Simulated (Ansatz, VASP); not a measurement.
# SrIn4O3: VASP beside Ansatz

INCAR

```
SYSTEM = SrIn4O3
ALGO = Normal
EDIFF = 1E-6
ENCUT = 600
GGA = PE
GGA_COMPAT = .FALSE.
ISIF = 2
ISMEAR = 0
ISPIN = 2
LASPH = .TRUE.
LCHARG = .TRUE.
LELF = .TRUE.
LORBIT = 11
LREAL = .FALSE.
LVHAR = .TRUE.
LWAVE = .FALSE.
MAGMOM = 0 0 0 0 0 1 1 1
NBANDS = 54
NELM = 200
PREC = Accurate
SIGMA = 0.1
```

Contents of KPOINTS:

```
k-points
0
G
  4 4 4
  0 0 0
```

Contents of POSCAR:

```
SrIn4O3
1.0
   -3.5452012400      3.5452012400      3.5452012400
    3.5452012400     -3.5452012400      3.5452012400
    3.5452012400      3.5452012400     -3.5452012400
Sr In O
1 4 3
Direct
    0.0000000000      0.0000000000      0.0000000000
    0.5000000000      0.5000000000      0.5000000000
    0.0000000000      0.0000000000      0.5000000000
    0.0000000000      0.5000000000      0.0000000000
    0.5000000000      0.0000000000      0.0000000000
    0.0000000000      0.5000000000      0.5000000000
    0.5000000000      0.0000000000      0.5000000000
    0.5000000000      0.5000000000      0.0000000000
```

Input for Ansatz:

```yaml
crystal:
  lattice:
    - [-3.54520124, 3.54520124, 3.54520124]
    - [3.54520124, -3.54520124, 3.54520124]
    - [3.54520124, 3.54520124, -3.54520124]
  atoms:
    - { symbol: Sr, position: [0.0, 0.0, 0.0] }
    - { symbol: In, position: [0.5, 0.5, 0.5] }
    - { symbol: In, position: [0.0, 0.0, 0.5] }
    - { symbol: In, position: [0.0, 0.5, 0.0] }
    - { symbol: In, position: [0.5, 0.0, 0.0] }
    - { symbol: O, position: [0.0, 0.5, 0.5], spin: 1.0 }
    - { symbol: O, position: [0.5, 0.0, 0.5], spin: 1.0 }
    - { symbol: O, position: [0.5, 0.5, 0.0], spin: 1.0 }
basis:
  ecutwfc: 420
kpoints:
  mp_grid: { grid: [4, 4, 4] }
hamiltonian:
  xc: pbe
scf:
  occupations: { method: gaussian, width: 0.1 }
  lower_state_search: "off"
output:
  forces: true
  stress: true
  eigenvalues: true
  populations: true
magnetization:
  spin_polarized: true
```

Alike in both runs: task single point; functional PBE; k mesh 4 × 4 × 4; occupations gaussian, width 0.1 eV; collinear spin.

|  | VASP | Ansatz |
| --- | --- | --- |
| version | VASP 6.6.1 | Ansatz 0.2.0 |
| potentials or method | VASP PAW PBE potentials, release 64 (Sr_sv, In_d, O), cutoff 600 eV | scalar-relativistic, plane waves, PAW |
| valence electrons in the cell | 80 | 80 |

VASP gave:

| Quantity | Value |
| --- | --- |
| gap on the k mesh at the Fermi level (eV) | none |
| pressure (GPa) | -3.4 |
| net moment per atom (μB) | 0.00 |

**Question.** Estimate Ansatz's values.

**Answer.** gap on the k mesh at the Fermi level (eV): none; pressure (GPa): -3.3; net moment per atom (μB): 0.00.

A gap of «none» marks a metal or a gap that the smearing closes. Ansatz's warnings: seeded moment not kept.
